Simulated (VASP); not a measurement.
# Cu in VASP: a series of runs

The runs below take Cu through single point, with PBE.

Program: VASP 6.6.1. These are calculated values, not measurements. Logs are shortened: lines on timing, memory, paths and dates and some standing lists are left out, and cuts for length are marked.

### 1 The cell of the first run

The cell holds a slab with vacuum, 16 atoms: a = 5.133 Å, b = 5.133 Å, c = 23.287 Å, α = 90.00°, β = 90.00°, γ = 120.00°.

### 2 Single point, PBE

The input, INCAR:

```
SYSTEM = Cu
ALGO = Normal
DIPOL = 0.5 0.5 0.499
EDIFF = 1E-7
ENCUT = 520
GGA = PE
IDIPOL = 3
ISIF = 2
ISMEAR = 0
LASPH = .True.
LCHARG = .True.
LDIPOL = .True.
LELF = .True.
LREAL = Auto
LVACPOTAV = .True.
LVHAR = .True.
LWAVE = .False.
NBANDS = 102
NELM = 100
PREC = Accurate
SIGMA = 0.1
```

The input, KPOINTS:

```
k-points
0
Gamma
  6 6 1
  0 0 0
```

The input, POSCAR:

```
Cu
1.0
    5.1332392119      0.0000000000      0.0000000000
   -2.5666196059      4.4455155612      0.0000000000
    0.0000000000      0.0000000000     23.2869083984
Cu
16
Direct
    0.3333333333      0.1666666667      0.3650119567
    0.3333333333      0.6666666667      0.3650119567
    0.8333333333      0.1666666667      0.3650119567
    0.8333333333      0.6666666667      0.3650119567
    0.6666666667      0.3333333333      0.4550039856
    0.6666666667      0.8333333333      0.4550039856
    0.1666666667      0.3333333333      0.4550039856
    0.1666666667      0.8333333333      0.4550039856
    0.0000000000      0.5000000000      0.5436808213
    0.0000000000      0.0000000000      0.5436808213
    0.5000000000      0.5000000000      0.5436808213
    0.5000000000      0.0000000000      0.5436808213
    0.3333333333      0.6666666667      0.6324133685
    0.3333333333      0.1666666667      0.6324133685
    0.8333333333      0.6666666667      0.6324133685
    0.8333333333      0.1666666667      0.6324133685
```

Potentials or basis: VASP PAW PBE potentials, release 64 (Cu).

Command:

```sh
$ cat potpaw_PBE.64/Cu/POTCAR > POTCAR
$ mpirun -np 1 vasp_std > vasp.out
```

OUTCAR:

```text
SYSTEM = Cu
   EDIFF = 1E-7
   ENCUT = 520
   GGA = PE
   ISIF = 2
   ISMEAR = 0
   LASPH = .True.
   LREAL = Auto
   NELM = 100
   PREC = Accurate

 ion  position               nearest neighbor table
   1  0.333  0.167  0.365-   2 2.57   2 2.57   3 2.57   3 2.57   4 2.57   4 2.57   7 2.57   8 2.57
                             5 2.57
   2  0.333  0.667  0.365-   1 2.57   1 2.57   4 2.57   4 2.57   3 2.57   3 2.57   8 2.57   7 2.57
                             6 2.57
   3  0.833  0.167  0.365-   4 2.57   4 2.57   1 2.57   1 2.57   2 2.57   2 2.57   5 2.57   6 2.57
                             7 2.57
   4  0.833  0.667  0.365-   3 2.57   3 2.57   2 2.57   2 2.57   1 2.57   1 2.57   6 2.57   5 2.57
                             8 2.57
   5  0.667  0.333  0.455-  12 2.54   9 2.54  11 2.54   6 2.57   6 2.57   7 2.57   7 2.57   8 2.57
                             8 2.57   3 2.57   4 2.57   1 2.57
   6  0.667  0.833  0.455-  11 2.54  10 2.54  12 2.54   5 2.57   5 2.57   8 2.57   8 2.57   7 2.57
                             7 2.57   4 2.57   3 2.57   2 2.57
   7  0.167  0.333  0.455-  10 2.54  11 2.54   9 2.54   8 2.57   8 2.57   5 2.57   5 2.57   6 2.57
                             6 2.57   1 2.57   2 2.57   3 2.57
   8  0.167  0.833  0.455-   9 2.54  12 2.54  10 2.54   7 2.57   7 2.57   6 2.57   6 2.57   5 2.57
                             5 2.57   2 2.57   1 2.57   4 2.57
   9  0.000  0.500  0.544-   8 2.54   5 2.54   7 2.54  16 2.54  13 2.54  15 2.54  10 2.57  10 2.57
                            11 2.57  11 2.57  12 2.57  12 2.57
  10  0.000  0.000  0.544-   7 2.54   6 2.54   8 2.54  15 2.54  14 2.54  16 2.54   9 2.57   9 2.57
                            12 2.57  12 2.57  11 2.57  11 2.57
  11  0.500  0.500  0.544-   6 2.54   7 2.54   5 2.54  14 2.54  15 2.54  13 2.54  12 2.57  12 2.57
                             9 2.57   9 2.57  10 2.57  10 2.57
[... 15 lines left out ...]
  Lattice vectors:

 A1 = (   5.1332392119,   0.0000000000,   0.0000000000)
 A2 = (  -2.5666196059,   4.4455155612,   0.0000000000)
 A3 = (   0.0000000000,   0.0000000000,  23.2869083984)

Analysis of symmetry for initial positions (statically):
=====================================================================
 Subroutine PRICEL returns following result:

  LATTYP: Found a hexagonal cell.
 ALAT       =     2.5666196060
 C/A-ratio  =     9.0729878103

  Lattice vectors:

 A1 = (   2.5666196060,   0.0000000000,   0.0000000000)
 A2 = (  -1.2833098030,   2.2227577806,   0.0000000000)
 A3 = (   0.0000000000,   0.0000000000,  23.2869083984)

   4 primitive cells build up your supercell.

 Routine SETGRP: Setting up the symmetry group for a
 hexagonal supercell.

 Subroutine GETGRP returns: Found  6 space group operations
 (whereof  6 operations were pure point group operations)
 out of a pool of 24 trial point group operations.

The static configuration has the point symmetry C_3v.

Analysis of symmetry for dynamics (positions and initial velocities):
=====================================================================
 Subroutine PRICEL returns following result:

  LATTYP: Found a hexagonal cell.
 ALAT       =     2.5666196060
 C/A-ratio  =     9.0729878103

  Lattice vectors:

 A1 = (   2.5666196060,   0.0000000000,   0.0000000000)
 A2 = (  -1.2833098030,   2.2227577806,   0.0000000000)
 A3 = (   0.0000000000,   0.0000000000,  23.2869083984)

   4 primitive cells build up your supercell.

 Routine SETGRP: Setting up the symmetry group for a
 hexagonal supercell.

 Subroutine GETGRP returns: Found  6 space group operations
 (whereof  6 operations were pure point group operations)
 out of a pool of 24 trial point group operations.

The dynamic configuration has the point symmetry C_3v.

 Subroutine INISYM returns: Found  6 space group operations
 (whereof  6 operations are pure point group operations),
 and found     4 'primitive' translations

----------------------------------------------------------------------------------------

                                     Primitive cell

  volume of cell :     132.8512

  direct lattice vectors                    reciprocal lattice vectors
     2.566619606  0.000000000  0.000000000     0.389617533  0.224945788  0.000000000
    -1.283309803  2.222757781  0.000000000     0.000000000  0.449891576  0.000000000
     0.000000000  0.000000000 23.286908398     0.000000000  0.000000000  0.042942583

  length of vectors
     2.566619606  2.566619606 23.286908398     0.449891576  0.449891576  0.042942583

  position of ions in fractional coordinates (direct lattice)
     0.666666667  0.333333333  0.365011957
     0.333333333  0.666666667  0.455003986
     1.000000000  0.000000000  0.543680821
     0.666666667  0.333333333  0.632413368

  ion indices of the primitive-cell ions
   primitive index   ion index
                 1           1
                 2           7
                 3          12
                 4          14

----------------------------------------------------------------------------------------

 KPOINTS: k-points

Automatic generation of k-mesh.
 Grid dimensions read from file:
 generate k-points for:    6    6    1

 Generating k-lattice:

  Cartesian coordinates                     Fractional coordinates (reciprocal lattice)
     0.032468128  0.018745482  0.000000000     0.166666667  0.000000000  0.000000000
     0.000000000  0.037490965  0.000000000     0.000000000  0.166666667  0.000000000
     0.000000000  0.000000000  0.042942583     0.000000000  0.000000000  1.000000000

  Length of vectors
     0.037490965  0.037490965  0.042942583

  Shift w.r.t. Gamma in fractional coordinates (k-lattice)
     0.000000000  0.000000000  0.000000000

 Subroutine IBZKPT returns following result:
 ===========================================

 Found      7 irreducible k-points:

 Following reciprocal coordinates:
            Coordinates               Weight
  0.000000  0.000000  0.000000      1.000000
  0.166667  0.000000  0.000000      6.000000
  0.333333 -0.000000  0.000000      6.000000
  0.500000  0.000000  0.000000      3.000000
  0.166667  0.166667  0.000000      6.000000
  0.333333  0.166667  0.000000     12.000000
  0.333333  0.333333  0.000000      2.000000
   k-points           NKPTS =      7   k-points in BZ     NKDIM =      7   number of bands    NBANDS=    102
   number of dos      NEDOS =    301   number of ions     NIONS =     16
   total plane-waves  NPLWV = 288000
   dimension x,y,z NGX =    40 NGY =   40 NGZ =  180
   dimension x,y,z NGXF=    80 NGYF=   80 NGZF=  360
   ions per type =              16
   NGX,Y,Z   is equivalent  to a cutoff of  12.95, 12.95, 12.85 a.u.
   NGXF,Y,Z  is equivalent  to a cutoff of  25.91, 25.91, 25.70 a.u.
 SYSTEM =  Cu
   PREC   = accura    normal or accurate (medium, high low for compatibility)
   ISTART =      0    job   : 0-new  1-cont  2-samecut
   ICHARG =      2    charge: 1-file 2-atom 10-const
   ISPIN  =      1    spin polarized calculation?
   LNONCOLLINEAR =      F non collinear calculations
   LSORBIT =      F    spin-orbit coupling
   LASPH  =      T    aspherical Exc in radial PAW
   ENCUT  =  520.0 eV  38.22 Ry    6.18 a.u.   9.54  9.54 43.30*2*pi/ulx,y,z
   NELM   =    100;   NELMIN=  2; NELMDL= -5     # of ELM steps
   EDIFF  = 0.1E-06   stopping-criterion for ELM
   LREAL  =      T    real-space projection
   EDIFFG = 0.1E-05   stopping-criterion for IOM
   NSW    =      0    number of steps for IOM
   IBRION =     -1    ionic relax: 0-MD 1-quasi-New 2-CG
   NFREE  =      0    steps in history (QN), initial steepest desc. (CG)
   ISIF   =      2    stress and relaxation
   ISYM   =      2    0-nonsym 1-usesym 2-fastsym
   POTIM  = 0.5000    time-step for ionic-motion
   TEBEG  =    0.0;   TEEND  =   0.0 temperature during run
   PSTRESS=    0.0 pullay stress
   NELECT =     176.0000    total number of electrons
   NUPDOWN=      -1.0000    fix difference up-down
   EMIN   =  10.00;   EMAX   =-10.00  energy-range for DOS
   EFERMI =   0.00;   METHOD = LEGACY
   ISMEAR =     0;   SIGMA  =   0.10  broadening in eV -4-tet -1-fermi 0-gaus
   EFERMI_NEDOS =   21; number of points for ismear=-14 and -15
   IALGO  =     38    algorithm
   IMIX   =      4    mixing-type and parameters
     AMIX     =   0.40;   BMIX     =  1.00
     AMIX_MAG =   1.60;   BMIX_MAG =  1.00
  volume/ion in A,a.u.               =      33.21       224.13
  Fermi-wavevector in a.u.,A,eV,Ry     =   1.132671  2.140438 17.455517  1.282944
  Thomas-Fermi vector in A             =   2.269373
   LORBIT       =      0    0 simple, 1 ext, 2 COOP (PROOUT), +10 PAW based schemes
   GGA     = PE    functional components
   LHFCALC =     F    Hartree Fock is set to
   AEXX    =    0.0000 exact exchange contribution
   IVDW    =     0    specifies the selected vdW correction
   LEPSILON=     F    determine dielectric tensor
   LRPA    =     F    only Hartree local field effects (RPA)
 non-spin polarized calculation
 Gauss-broadening in eV      SIGMA  =   0.10
  energy-cutoff  :      520.00
  volume of cell :      531.40
 maximum number of plane-waves:     14475
 NGX is ok and might be reduce to    40

 dipolmoment           0.000000      0.000000      0.002297 electrons x Angstroem

 number of electron     176.0000046 magnetization

 dipolmoment           0.000000      0.000000     -0.001713 electrons x Angstroem

 Free energy of the ion-electron system (eV)
  ---------------------------------------------------
  ext. energy  EPLUGINS =         0.00000000
  ---------------------------------------------------
  free energy    TOTEN  =       -56.00503178 eV

  energy without entropy =      -55.97090036  energy(sigma->0) =      -55.98796607

 E-fermi :  -0.3665     XC(G=0):  -5.3359

 val. band max:       -0.4324798633   @ k =   0.5000   0.0000   0.0000
 cond. band min:      -0.3342967139   @ k =   0.3333  -0.0000   0.0000
 fundamental gap:      0.0981831494
 Fermi energy:        -0.3665429977

 k-point     1 :       0.0000    0.0000    0.0000
  band No.  band energies     occupation
      1      -9.1404      2.00000
      2      -7.8513      2.00000
      3      -6.1964      2.00000
      4      -5.3547      2.00000
      5      -5.0852      2.00000
      6      -5.0852      2.00000
[... 710 lines left out ...]
     99       4.1007      0.00000
    100       4.1170      0.00000
 [bands above 100 left out]

------------------------ aborting loop because EDIFF is reached ----------------------------------------

  FORCE on cell =-STRESS in cart. coord.  units (eV):
  Direction    XX          YY          ZZ          XY          YZ          ZX
  --------------------------------------------------------------------------------------
  -------------------------------------------------------------------------------------
  Total       -3.2916118     -3.2916118     -0.5567958     -0.0000000      0.0000000      0.0000000
  in kB       -9.9241592     -9.9241592     -1.6787309     -0.0000000      0.0000000      0.0000000
  external PRESSURE =      -7.1756831 kB  Pullay stress =       0.0000000 kB

 VOLUME and BASIS-vectors are now :
 -----------------------------------------------------------------------------
  energy-cutoff  :      520.00
  volume of cell :      531.40
      direct lattice vectors                 reciprocal lattice vectors
     5.133239212  0.000000000  0.000000000     0.194808767  0.112472894  0.000000000
    -2.566619606  4.445515561  0.000000000     0.000000000  0.224945788  0.000000000
     0.000000000  0.000000000 23.286908398     0.000000000  0.000000000  0.042942583

 POSITION                                       TOTAL-FORCE (eV/Angst)
 -----------------------------------------------------------------------------------
      1.28331      0.74092      8.50000         0.000000     -0.000000      0.084599
     -0.00000      2.96368      8.50000        -0.000000     -0.000000      0.084599
      3.84993      0.74092      8.50000        -0.000000      0.000000      0.084599
      2.56662      2.96368      8.50000        -0.000000     -0.000000      0.084599
      2.56662      1.48184     10.59564        -0.000000      0.000000     -0.104746
      1.28331      3.70460     10.59564        -0.000000      0.000000     -0.104746
[... 8 lines left out ...]
      2.56662      2.96368     14.72695         0.000000     -0.000000      0.019585
      3.84993      0.74092     14.72695         0.000000      0.000000      0.019585
 -----------------------------------------------------------------------------------
    total drift:                               -0.000010     -0.000000     -0.004389

  FREE ENERGIE OF THE ION-ELECTRON SYSTEM (eV)
  ---------------------------------------------------
  free  energy   TOTEN  =       -56.0050317758 eV

  energy  without entropy=      -55.9709003579  energy(sigma->0) =      -55.98796607

 vacuum level on the upper side and lower side of the slab         4.411         4.424
```

Run time: 21 min. Hardware: 1 thread of Intel Xeon Platinum 8488C (Sapphire Rapids), shared host; peak memory 0.69 GiB.

What came out:

| Quantity | Value |
| --- | --- |
| Free energy | -56.0050 eV |
| Largest force | 0.105 eV/Å |
| Band gap on the k mesh | zero (band 88 reaches -0.43 eV, above the bottom of band 89 at -0.95 eV) |

Forces in eV/Å, atoms in the order of the input:
```
Cu   0.000  0.000  0.085
Cu   0.000  0.000  0.085
Cu   0.000  0.000  0.085
Cu   0.000  0.000  0.085
Cu   0.000  0.000 -0.105
Cu   0.000  0.000 -0.105
Cu   0.000  0.000 -0.105
Cu   0.000  0.000 -0.105
Cu   0.000  0.000  0.001
Cu   0.000  0.000  0.001
Cu   0.000  0.000  0.001
Cu   0.000  0.000  0.001
Cu   0.000  0.000  0.020
Cu   0.000  0.000  0.020
Cu   0.000  0.000  0.020
Cu   0.000  0.000  0.020
```

Levels at points of the mesh, in eV from the Fermi level:
| k point | band 85 | band 86 | band 87 | band 88 | band 89 | band 90 | band 91 | band 92 |
| --- | --- | --- | --- | --- | --- | --- | --- | --- |
| (0.00, 0.00, 0.00) | -0.13 | -0.13 | -0.13 | -0.09 | 0.84 | 0.84 | 0.84 | 1.40 |
| (0.50, 0.00, 0.00) | -0.99 | -0.99 | -0.07 | -0.07 | 0.56 | 0.56 | 0.94 | 0.94 |

### 3 Single point, PBE

This run uses another cell than the first one: it holds 8 atoms, not 16.

The input, INCAR:

```
SYSTEM = Cu
PREC = Accurate
ENCUT = 520
EDIFF = 1E-6
ISMEAR = 0
SIGMA = 0.1
LREAL = .FALSE.
LASPH = .TRUE.
NELM = 100
ALGO = Normal
ISIF = 2
LWAVE = .FALSE.
LCHARG = .FALSE.
LDIPOL = .TRUE.
IDIPOL = 3
DIPOL = 0.5 0.5 0.499
GGA = PE
ISYM = 0
NBANDS = 54
```

The input, KPOINTS:

```
regular mesh
0
G
  7 13 1
  0 0 0
```

The input, POSCAR:

```
Cu
1.0
    5.1332392120      0.0000000000      0.0000000000
   -1.2833098030      2.2227577806      0.0000000000
    0.0000000000      0.0000000000     23.2869083985
Cu
8
Direct
    0.3333333333      0.3333333333      0.3650119567
    0.8333333333      0.3333333333      0.3650119567
    0.6666666667      0.6666666667      0.4550039856
    0.1666666667      0.6666666667      0.4550039856
    0.0024316121      0.0069797718      0.5443549734
    0.5024316121      0.0069797718      0.5443549734
    0.3363679122      0.3426018336      0.6333348206
    0.8363679122      0.3426018336      0.6333348206
```

Potentials or basis: VASP PAW PBE potentials, release 64 (Cu).

Command:

```sh
$ cat potpaw_PBE.64/Cu/POTCAR > POTCAR
$ mpirun -np 1 vasp_std > vasp.out
```

Wall time 15 min (1 thread of Intel Xeon 6975P-C (Granite Rapids), shared host); peak memory 0.68 GiB.

The run converged. Its results:

| Quantity | Value |
| --- | --- |
| Free energy | -27.9903 eV |
| Largest force | 0.087 eV/Å |
| Band gap on the k mesh | zero (band 44 reaches 1.83 eV, above the bottom of band 45 at -1.83 eV) |

Forces on the atoms (eV/Å):
```
Cu   0.000 -0.005  0.066
Cu   0.000 -0.005  0.066
Cu   0.000  0.001 -0.087
Cu   0.000  0.001 -0.087
Cu   0.000  0.003  0.000
Cu   0.000  0.003  0.000
Cu   0.000  0.002  0.021
Cu   0.000  0.002  0.021
```

Levels at points of the mesh, in eV from the Fermi level:
| k point | band 40 | band 41 | band 42 | band 43 | band 44 | band 45 | band 46 | band 47 | band 48 | band 49 |
| --- | --- | --- | --- | --- | --- | --- | --- | --- | --- | --- |
| (0.00, 0.00, 0.00) | -1.52 | -1.49 | -1.27 | -1.26 | -1.10 | -0.14 | -0.09 | 0.83 | 1.41 | 1.65 |
